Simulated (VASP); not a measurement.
Runs of VASP 6.6.1 on W. The structure is that of space group Im-3m (No. 229), or close to it. The cells are those of the table. 

| cell | gap on the mesh (eV) | pressure (GPa) |
| --- | --- | --- |
| a = 2.744 Å, angles 110.8, 110.8, 106.7°, 1 atom | none | -2.9 |
| a = 2.744 Å, angles 108.8, 108.8, 110.8°, 1 atom | none | (a) |
| a = 2.721 Å, angles 108.1, 108.1, 112.2°, 1 atom | none | (b) |
| a = 2.675 Å, angles 110.9, 110.9, 106.7°, 1 atom | none | 25.2 |
| a = 2.721 Å, angles 110.2, 110.2, 108.1°, 1 atom | none | 5.0 |
| a = 2.652 Å, angles 110.2, 110.2, 108.1°, 1 atom | none | 36.2 |
| a = 2.675 Å, angles 108.8, 108.8, 110.9°, 1 atom | none | 24.7 |

Alike in all rows: task single point; level PBEsol; potentials or basis VASP PAW PBE potentials, release 64 (W_sv); no spin polarisation; k mesh 20 × 20 × 20; cutoff (eV) 520; smearing gaussian 0.15 eV.

Q: Fill in the values left out.

A: (a) -3.4; (b) 5.5.

Caveats: the PAW data sets were made with another functional, which shifts forces and pressure a little; spin-orbit coupling is left out, which moves the levels of the heavy elements; the stress differs along the axes, from -14 to 2 GPa (at least some runs); the stress differs along the axes, from -6 to 3 GPa (at least some runs); the stress differs along the axes, from -1 to 18 GPa (at least some runs); the stress differs along the axes, from 12 to 32 GPa (at least some runs); the stress differs along the axes, from -1 to 8 GPa (at least some runs).

A k mesh can miss the band edges, and the runs leave out spin-orbit coupling on W.

A gap of «none» marks levels without a gap at the run's occupations.
